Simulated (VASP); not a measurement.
Input of a VASP 6.6.1 run:

File INCAR:

```
SYSTEM = Cu
ALGO     = Normal         ! electronic algorithm
EDIFF    = 1E-7           ! SCF threshold, eV
EDIFFG   = -0.005         ! ionic threshold
ENCUT    = 600            ! plane-wave cutoff, eV
GGA      = PE             ! functional
IBRION   = 2              ! ionic algorithm
ISIF     = 3              ! what is computed and relaxed
ISMEAR   = -1             ! smearing method
LASPH    = .TRUE.         ! aspherical terms in the spheres
LCHARG   = .FALSE.        ! write CHGCAR
LREAL    = .FALSE.        ! projectors in reciprocal space
LWAVE    = .FALSE.        ! write WAVECAR
NELM     = 60             ! most SCF steps
NSW      = 32             ! ionic steps
PREC     = Accurate       ! precision mode
PSTRESS  = 1200.0       
SIGMA    = 0.05           ! smearing width, eV
```

File KPOINTS:

```
k-points
0
G
  20 20 18
  0 0 0
```

The input POSCAR:

```
Cu
1.0
    2.1973715606      0.0000000000      0.0000000000
   -1.0986857803      1.9029795930      0.0000000000
    0.0000000000      0.0000000000      2.1097535996
Cu
1
Direct
    0.0000000000      0.0000000000      0.0000000000
```

Potentials or basis: VASP PAW PBE potentials, release 64 (Cu).

Command:

```console
$ cat potpaw_PBE.64/Cu/POTCAR > POTCAR
$ mpirun -np 1 vasp_std > vasp.out
```

Question: What does it give for the space group after relaxing (to 0.05 Å)?

Answer: P6/mmm (No. 191).

Question: Estimate the relaxed volume.

Answer: 8.83 Å³/atom.

Question: Estimate the relaxed cell.

Answer: a = 2.199 Å, b = 2.199 Å, c = 2.110 Å, α = 90.00°, β = 90.00°, γ = 120.00°.

Final structure:
```yaml
crystal:
  lattice:
    - [2.19879, 0.00000, 0.00000]
    - [-1.09939, 1.90421, 0.00000]
    - [0.00000, 0.00000, 2.10985]
  atoms:
    - { symbol: Cu, position: [0.00000, 0.00000, 0.00000] }
```

Caveat: the cell is relaxed towards a set pressure, so the enthalpy falls and the energy may rise.
